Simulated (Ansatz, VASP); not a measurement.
Ta5W in VASP and in Ansatz

```
Ta W
1.0
     3.31955    0.00000    0.00000
     0.00000    3.31955    0.00000
     0.00000    0.00000   24.29890
Ta W
5 1
Direct
  0.25000 0.25000 0.33675
  0.75000 0.75000 0.39678
  0.75000 0.75000 0.53560
  0.25000 0.25000 0.60322
  0.75000 0.75000 0.66325
  0.25000 0.25000 0.46440
```

Alike in both runs: task single point; functional PBE; k mesh 12 × 12 × 1; occupations fermi-dirac, width 0.08 eV; no spin polarisation.

```csv
,VASP,Ansatz
version,VASP 6.6.1,Ansatz 0.2.0
potentials or method,"VASP PAW PBE potentials, release 64 (Ta_pv, W_sv), cutoff 520 eV","all-electron LAPW, scalar-relativistic"
```

|  | VASP | Ansatz | Ansatz less VASP |
| --- | --- | --- | --- |
| rms of the force components (eV/Å) | 0.390 | 0.392 | +0.0019 |

Ansatz ran all-electron here, and VASP with PAW potentials. Ansatz's warnings: vacuum below fermi.

Neither program's run includes spin-orbit coupling.
